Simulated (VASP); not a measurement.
# HoAl3Br (R-3m) in VASP: a series of runs, part 2 of 2

VASP 6.6.1. The steps go on from the part before.

### Step 3. Single point, PBE

This run uses another cell than the first one, of 30.66 Å³/atom.

File INCAR:

```
SYSTEM = HoAl3Br
PREC = Accurate
ENCUT = 500
EDIFF = 1E-6
ISMEAR = 0
SIGMA = 0.1
LREAL = .FALSE.
LASPH = .TRUE.
NELM = 200
ALGO = Normal
ISIF = 2
LWAVE = .FALSE.
LCHARG = .TRUE.
GGA = PE
LELF = .TRUE.
LVHAR = .TRUE.
NBANDS = 20
GGA_COMPAT = .FALSE.
LMAXMIX = 6
```

File KPOINTS:

```
Automatic mesh
0
G
  6 6 6
  0 0 0
```

File POSCAR:

```
HoAl3Br
1.0
    2.9607162277      1.7093703130      5.0485187841
   -2.9607162277      1.7093703130      5.0485187841
    0.0000000000     -3.4187406202      5.0485187861
Ho Al Br
1 3 1
Direct
    0.5000000000      0.5000000000      0.5000000000
    0.0000000000      0.0000000000      0.5000000000
    0.5000000000      0.0000000000      0.0000000000
    0.0000000000      0.5000000000      0.0000000000
    0.0000000000      0.0000000000      0.0000000000
```

Potentials or basis: VASP PAW PBE potentials, release 64 (Ho_3, Al, Br), 4f in core.

On the command line:

```bash
$ cat potpaw_PBE.64/Ho_3/POTCAR potpaw_PBE.64/Al/POTCAR potpaw_PBE.64/Br/POTCAR > POTCAR
$ mpirun -np 1 vasp_std > vasp.out
```

OUTCAR:

```text
SYSTEM = HoAl3Br
   PREC = Accurate
   ENCUT = 500
   EDIFF = 1E-6
   ISMEAR = 0
   LREAL = .FALSE.
   LASPH = .TRUE.
   NELM = 200
   ISIF = 2
   GGA = PE

 ion  position               nearest neighbor table
   1  0.500  0.500  0.500-   2 2.96   2 2.96   3 2.96   3 2.96   4 2.96   4 2.96
   2  0.000  0.000  0.500-   1 2.96   1 2.96   3 2.96   4 2.96   4 2.96   3 2.96   5 3.05   5 3.05

   3  0.500  0.000  0.000-   4 2.96   4 2.96   1 2.96   1 2.96   2 2.96   2 2.96   5 3.05   5 3.05

   4  0.000  0.500  0.000-   3 2.96   3 2.96   2 2.96   1 2.96   1 2.96   2 2.96   5 3.05   5 3.05

   5  0.000  0.000  0.000-   3 3.05   4 3.05   4 3.05   3 3.05   2 3.05   2 3.05

  LATTYP: Found a trigonal (rhomboedric) cell.
 ALAT       =     6.0971574821
 COS(alpha) =     0.5284054919

  Lattice vectors:

 A1 = (   2.9607162277,   1.7093703130,   5.0485187841)
 A2 = (  -2.9607162277,   1.7093703130,   5.0485187841)
 A3 = (   0.0000000000,  -3.4187406202,   5.0485187861)

Analysis of symmetry for initial positions (statically):
=====================================================================
 Subroutine PRICEL returns:
 Original cell was already a primitive cell.

 Routine SETGRP: Setting up the symmetry group for a
 trigonal (rhombohedral) supercell.

 Subroutine GETGRP returns: Found 12 space group operations
 (whereof 12 operations were pure point group operations)
 out of a pool of 12 trial point group operations.

The static configuration has the point symmetry D_3d.

Analysis of symmetry for dynamics (positions and initial velocities):
=====================================================================
 Subroutine PRICEL returns:
 Original cell was already a primitive cell.

 Routine SETGRP: Setting up the symmetry group for a
 trigonal (rhombohedral) supercell.

 Subroutine GETGRP returns: Found 12 space group operations
 (whereof 12 operations were pure point group operations)
 out of a pool of 12 trial point group operations.

The dynamic configuration has the point symmetry D_3d.

 Subroutine INISYM returns: Found 12 space group operations
 (whereof 12 operations are pure point group operations),
 and found     1 'primitive' translations

----------------------------------------------------------------------------------------

                                     Primitive cell

  volume of cell :     153.3021

  direct lattice vectors                    reciprocal lattice vectors
     2.960716228  1.709370313  5.048518784     0.168878056  0.097501791  0.066025967
    -2.960716228  1.709370313  5.048518784    -0.168878056  0.097501791  0.066025967
     0.000000000 -3.418740620  5.048518786     0.000000000 -0.195003582  0.066025967

  length of vectors
     6.097157482  6.097157482  6.097157482     0.205878181  0.205878181  0.205878181

  position of ions in fractional coordinates (direct lattice)
     0.500000000  0.500000000  0.500000000
     0.000000000  0.000000000  0.500000000
     0.500000000  1.000000000  0.000000000
     1.000000000  0.500000000  0.000000000
     0.000000000  0.000000000  0.000000000

  ion indices of the primitive-cell ions
   primitive index   ion index
                 1           1
                 2           2
                 3           3
                 4           4
                 5           5

[... 32 lines left out ...]
  0.166667  0.166667  0.000000      6.000000
  0.333333  0.166667  0.000000     12.000000
[... 16 lines left out ...]
  0.500000  0.500000  0.166667      6.000000
 -0.333333  0.500000  0.166667     12.000000
 [... further k-points ...]
   k-points           NKPTS =     32   k-points in BZ     NKDIM =     32   number of bands    NBANDS=     20
   number of dos      NEDOS =    301   number of ions     NIONS =      5
   total plane-waves  NPLWV = 110592
   dimension x,y,z NGX =    48 NGY =   48 NGZ =   48
   dimension x,y,z NGXF=    96 NGYF=   96 NGZF=   96
   ions per type =               1   3   1
   NGX,Y,Z   is equivalent  to a cutoff of  13.09, 13.09, 13.09 a.u.
   NGXF,Y,Z  is equivalent  to a cutoff of  26.18, 26.18, 26.18 a.u.
 SYSTEM =  HoAl3Br
   PREC   = accura    normal or accurate (medium, high low for compatibility)
   ISTART =      0    job   : 0-new  1-cont  2-samecut
   ICHARG =      2    charge: 1-file 2-atom 10-const
   ISPIN  =      1    spin polarized calculation?
   LNONCOLLINEAR =      F non collinear calculations
   LSORBIT =      F    spin-orbit coupling
   LASPH  =      T    aspherical Exc in radial PAW
   ENCUT  =  500.0 eV  36.75 Ry    6.06 a.u.  11.12 11.12 11.12*2*pi/ulx,y,z
   NELM   =    200;   NELMIN=  2; NELMDL= -5     # of ELM steps
   EDIFF  = 0.1E-05   stopping-criterion for ELM
   LREAL  =      F    real-space projection
   EDIFFG = 0.1E-04   stopping-criterion for IOM
   NSW    =      0    number of steps for IOM
   IBRION =     -1    ionic relax: 0-MD 1-quasi-New 2-CG
   NFREE  =      0    steps in history (QN), initial steepest desc. (CG)
   ISIF   =      2    stress and relaxation
   ISYM   =      2    0-nonsym 1-usesym 2-fastsym
   POTIM  = 0.5000    time-step for ionic-motion
   TEBEG  =    0.0;   TEEND  =   0.0 temperature during run
   PSTRESS=    0.0 pullay stress
   NELECT =      25.0000    total number of electrons
   NUPDOWN=      -1.0000    fix difference up-down
   EMIN   =  10.00;   EMAX   =-10.00  energy-range for DOS
   EFERMI =   0.00;   METHOD = LEGACY
   ISMEAR =     0;   SIGMA  =   0.10  broadening in eV -4-tet -1-fermi 0-gaus
   EFERMI_NEDOS =   21; number of points for ismear=-14 and -15
   IALGO  =     38    algorithm
   IMIX   =      4    mixing-type and parameters
     AMIX     =   0.40;   BMIX     =  1.00
     AMIX_MAG =   1.60;   BMIX_MAG =  1.00
  volume/ion in A,a.u.               =      30.66       206.91
  Fermi-wavevector in a.u.,A,eV,Ry     =   0.894414  1.690198 10.884349  0.799977
  Thomas-Fermi vector in A             =   2.016616
   LORBIT       =      0    0 simple, 1 ext, 2 COOP (PROOUT), +10 PAW based schemes
   GGA     = PE    functional components
   LHFCALC =     F    Hartree Fock is set to
   AEXX    =    0.0000 exact exchange contribution
   IVDW    =     0    specifies the selected vdW correction
   LEPSILON=     F    determine dielectric tensor
   LRPA    =     F    only Hartree local field effects (RPA)
 non-spin polarized calculation
 Gauss-broadening in eV      SIGMA  =   0.10
  energy-cutoff  :      500.00
  volume of cell :      153.30
 maximum number of plane-waves:      3930
 NGX is ok and might be reduce to    48
   NGX = 23   NGY = 23   NGZ = 23

 number of electron      25.0000000 magnetization

 Free energy of the ion-electron system (eV)
  ---------------------------------------------------
  ext. energy  EPLUGINS =         0.00000000
  ---------------------------------------------------
  free energy    TOTEN  =       -16.61775540 eV

  energy without entropy =      -16.60602128  energy(sigma->0) =      -16.61188834

 E-fermi :   2.8613     XC(G=0):  -8.1194

 val. band max:        2.8256912127   @ k =   0.5000   0.3333   0.0000
 cond. band min:       2.8781961912   @ k =  -0.3333  -0.3333   0.1667
 fundamental gap:      0.0525049785
 Fermi energy:         2.8612747314

 k-point     1 :       0.0000    0.0000    0.0000
  band No.  band energies     occupation
      1     -21.8999      2.00000
      2     -21.2476      2.00000
      3     -21.2476      2.00000
      4     -13.1605      2.00000
      5      -3.9225      2.00000
      6      -2.7176      2.00000
[... 541 lines left out ...]
     19       6.6678      0.00000
     20       6.7469      0.00000

 [... further k-points ...]

------------------------ aborting loop because EDIFF is reached ----------------------------------------

  FORCE on cell =-STRESS in cart. coord.  units (eV):
  Direction    XX          YY          ZZ          XY          YZ          ZX
  --------------------------------------------------------------------------------------
  -------------------------------------------------------------------------------------
  Total        0.1016041      0.1016041      0.0423347      0.0000000     -0.0000000     -0.0000000
  in kB        1.0618752      1.0618752      0.4424450      0.0000000     -0.0000000     -0.0000000
  external PRESSURE =       0.8553985 kB  Pullay stress =       0.0000000 kB

 VOLUME and BASIS-vectors are now :
 -----------------------------------------------------------------------------
  energy-cutoff  :      500.00
  volume of cell :      153.30
      direct lattice vectors                 reciprocal lattice vectors
     2.960716228  1.709370313  5.048518784     0.168878056  0.097501791  0.066025967
    -2.960716228  1.709370313  5.048518784    -0.168878056  0.097501791  0.066025967
     0.000000000 -3.418740620  5.048518786     0.000000000 -0.195003582  0.066025967

 POSITION                                       TOTAL-FORCE (eV/Angst)
 -----------------------------------------------------------------------------------
      0.00000      0.00000      7.57278        -0.000000     -0.000000      0.000000
      0.00000     -1.70937      2.52426        -0.000000     -0.000000     -0.000000
      1.48036      0.85469      2.52426        -0.000000     -0.000000     -0.000000
     -1.48036      0.85469      2.52426         0.000000      0.000000     -0.000000
      0.00000      0.00000      0.00000        -0.000000     -0.000000     -0.000000
 -----------------------------------------------------------------------------------
    total drift:                               -0.000000      0.000000     -0.000000

  FREE ENERGIE OF THE ION-ELECTRON SYSTEM (eV)
  ---------------------------------------------------
  free  energy   TOTEN  =       -16.6177553965 eV

  energy  without entropy=      -16.6060212797  energy(sigma->0) =      -16.61188834
```

Run time: 71 s. Hardware: 1 thread of Intel Xeon 6975P-C (Granite Rapids), shared host; peak memory 0.38 GiB.

What came out:

| Property | Result |
| --- | --- |
| Free energy | -16.6178 eV |
| Pressure | 0.1 GPa |
| Band gap on the k mesh | zero (an odd number of electrons rules out a gap without spin polarisation) |

Levels at points of the mesh, in eV from the Fermi level:
| k point | band 9 | band 10 | band 11 | band 12 | band 13 | band 14 | band 15 | band 16 | band 17 | band 18 |
| --- | --- | --- | --- | --- | --- | --- | --- | --- | --- | --- |
| (0.00, 0.00, 0.00) | -2.80 | -2.80 | -1.46 | -0.05 | -0.05 | 0.42 | 1.03 | 1.03 | 2.75 | 2.90 |
| (0.50, 0.00, 0.00) | -2.68 | -2.56 | -1.94 | -0.22 | 0.97 | 1.23 | 1.49 | 1.69 | 2.15 | 2.62 |
| (0.50, 0.50, 0.00) | -2.54 | -2.49 | -1.25 | -0.47 | -0.30 | 1.00 | 1.71 | 1.75 | 2.29 | 3.26 |
| (0.50, 0.50, 0.50) | -2.18 | -1.64 | -1.64 | -0.74 | -0.57 | -0.57 | 1.59 | 1.78 | 1.78 | 2.52 |

Caveat: spin-orbit coupling is left out, which moves the levels of the heavy elements; the 4f electrons are frozen in the core, so they carry no moment and show no levels; the run has no spin polarisation, though such a crystal can be magnetic. Spin polarisation is off, so any magnetic state and its effect on volume and gap are missing.

### Step 4. Relaxation of cell and atoms, PBE

File INCAR:

```
  PREC = Accurate
  ENCUT = 500
  EDIFF = 1E-7
  ISMEAR = 0
  SIGMA = 0.1
  LREAL = F
  LASPH = T
  NELM = 200
  ALGO = Normal
  ISIF = 3
  LWAVE = F
  LCHARG = F
  GGA = PE
  IBRION = 2
  NSW = 90
  EDIFFG = -0.04
  GGA_COMPAT = F
  NELMIN = 4
  LMAXMIX = 6
```

File KPOINTS:

```
Automatic mesh
0
Gamma
  6 6 6
```

Edit POSCAR of step 3 so:

```diff
@@ -2,5 +2,5 @@
 1.0
-    2.9607162277      1.7093703130      5.0485187841
-   -2.9607162277      1.7093703130      5.0485187841
-    0.0000000000     -3.4187406202      5.0485187861
+    2.5983608800      1.5001643600      4.3227600000
+   -2.5983608800      1.5001643600      4.3227600000
+    0.0000000000     -3.0003287100      4.3227600000
 Ho Al Br
```

On the command line:

```bash
$ cat potpaw_PBE.64/Ho_3/POTCAR potpaw_PBE.64/Al/POTCAR potpaw_PBE.64/Br/POTCAR > POTCAR
$ mpirun -np 1 vasp_std > vasp.out
```

It took 3.4 min on 1 thread of Intel Xeon 6975P-C (Granite Rapids), shared host; peak memory 0.29 GiB.

The run converged. Its results:

```
Free energy                           : -16.6123 eV
Relaxed volume                        : 30.67 Å³/atom
Relaxed cell                          : a = 6.092 Å, b = 6.092 Å, c = 6.092 Å, α = 58.22°, β = 58.22°, γ = 58.22°
Space group after relaxing (to 0.1 Å) : R-3m (No. 166)
Energy gained by relaxing             : 711.9 meV/atom
Ionic steps                           : 7
Pressure after relaxing               : 0.0 GPa
Band gap on the k mesh                : zero (an odd number of electrons rules out a gap without spin polarisation)
```

Step by step:
```csv
step,energy change (eV),largest force (eV/Å),pressure (GPa),volume (Å³)
1,0.0000,0.0000,30.77,101.10
2,-2.9106,0.0000,-4.50,168.28
3,-3.4410,0.0000,0.68,141.89
4,-3.4412,0.0000,0.40,142.79
5,-3.4836,0.0000,0.26,144.91
6,-3.5536,0.0000,0.02,151.10
7,-3.5595,0.0000,0.00,153.33
```

Final structure:
```
Ho Al Br
1.0
     2.96348    1.71096    5.04012
    -2.96348    1.71096    5.04012
     0.00000   -3.42193    5.04012
Ho Al Br
1 3 1
Direct
  0.50000 0.50000 0.50000
  0.00000 0.00000 0.50000
  0.50000 0.00000 0.00000
  0.00000 0.50000 0.00000
  0.00000 0.00000 0.00000
```

Levels at points of the mesh, in eV from the Fermi level:
```csv
k point,band 9,band 10,band 11,band 12,band 13,band 14,band 15,band 16
"(0.00, 0.00, 0.00)",-2.81,-2.81,-1.46,-0.06,-0.06,0.42,1.03,1.03
"(0.50, 0.00, 0.00)",-2.68,-2.57,-1.94,-0.22,0.96,1.24,1.48,1.69
"(0.50, 0.50, 0.00)",-2.53,-2.49,-1.25,-0.47,-0.30,1.00,1.71,1.74
"(0.50, 0.50, 0.50)",-2.18,-1.64,-1.64,-0.73,-0.58,-0.58,1.58,1.78
```

Caveat: the volume moved by over 15 % at a fixed basis, so the end points are rough; spin-orbit coupling is left out, which moves the levels of the heavy elements; the 4f electrons are frozen in the core, so they carry no moment and show no levels; the run has no spin polarisation, though such a crystal can be magnetic.

### Step 5. Single point, PBE

This run uses another cell than the first one, of 30.66 Å³/atom.

File INCAR:

```
ALGO = Normal ; EDIFF = 1E-6
ENCUT = 500 ; GGA = PE
GGA_COMPAT = F ; ISIF = 2
ISMEAR = 0 ; LASPH = T
LCHARG = F ; LMAXMIX = 6
LREAL = F ; LWAVE = F
NBANDS = 20 ; NELM = 200
PREC = Accurate ; SIGMA = 0.1
```

File KPOINTS:

```
k-points
0
Gamma
  12 12 12
```

Edit POSCAR of step 4 so:

```diff
@@ -2,5 +2,5 @@
 1.0
-    2.5983608800      1.5001643600      4.3227600000
-   -2.5983608800      1.5001643600      4.3227600000
-    0.0000000000     -3.0003287100      4.3227600000
+    2.9607162277      1.7093703111      5.0485187848
+   -2.9607162277      1.7093703111      5.0485187848
+    0.0000000000     -3.4187406222      5.0485187848
 Ho Al Br
```

On the command line:

```bash
$ cat potpaw_PBE.64/Ho_3/POTCAR potpaw_PBE.64/Al/POTCAR potpaw_PBE.64/Br/POTCAR > POTCAR
$ mpirun -np 1 vasp_std > vasp.out
```

Run time: 5.9 min. Hardware: 1 thread of Intel Xeon 6975P-C (Granite Rapids), shared host; peak memory 0.76 GiB.

Results (log left out):

* Free energy: -16.6201 eV
* Pressure: 0.1 GPa
* Band gap on the k mesh: zero (an odd number of electrons rules out a gap without spin polarisation)

Stress tensor (GPa, compression positive):
```
 0.13  0.00  0.00
 0.00  0.13  0.00
 0.00  0.00 -0.07
```

Levels at points of the mesh, in eV from the Fermi level:
```
           k point  band 10  band 11  band 12  band 13  band 14  band 15  band 16  band 17
(0.00, 0.00, 0.00)    -2.78    -1.44    -0.04    -0.04     0.44     1.05     1.05     2.76
(0.50, 0.00, 0.00)    -2.54    -1.92    -0.21     0.98     1.25     1.50     1.71     2.17
(0.50, 0.50, 0.00)    -2.47    -1.23    -0.46    -0.28     1.01     1.73     1.76     2.31
(0.50, 0.50, 0.50)    -1.62    -1.62    -0.72    -0.55    -0.55     1.60     1.80     1.80
```

Caveat: spin-orbit coupling is left out, which moves the levels of the heavy elements; the 4f electrons are frozen in the core, so they carry no moment and show no levels; the run has no spin polarisation, though such a crystal can be magnetic. Spin polarisation is off, so any magnetic state and its effect on volume and gap are missing.

### Step 6. Overview

```csv
task,cell,k mesh,gap on the mesh (eV),pressure (GPa)
single point,"a = 5.262 Å, angles 59.2°, 5 atoms",6 × 6 × 6,none,30.8
single point,"a = 6.097 Å, angles 58.1°, 5 atoms",6 × 6 × 6,none,0.1
relaxation of cell and atoms,"relaxed from a = 5.262 Å, angles 59.2°, 5 atoms",6 × 6 × 6,none,0.0
single point,"a = 6.097 Å, angles 58.1°, 5 atoms",12 × 12 × 12,none,0.1
```

Alike in all rows: level PBE; potentials or basis VASP PAW PBE potentials, release 64 (Ho_3, Al, Br), 4f in core; no spin polarisation; cutoff (eV) 500; smearing gaussian 0.1 eV.

Caveats: spin-orbit coupling is left out, which moves the levels of the heavy elements; the 4f electrons are frozen in the core, so they carry no moment and show no levels; the run has no spin polarisation, though such a crystal can be magnetic; the stress differs along the axes, from 14 to 39 GPa (at least some runs); the volume moved by over 15 % at a fixed basis, so the end points are rough (at least some runs).

Total energies depend on the potentials used, so only differences within one code and one set of settings carry meaning.

The gap in the log of VASP goes by the Fermi energy; the results here count the filled bands.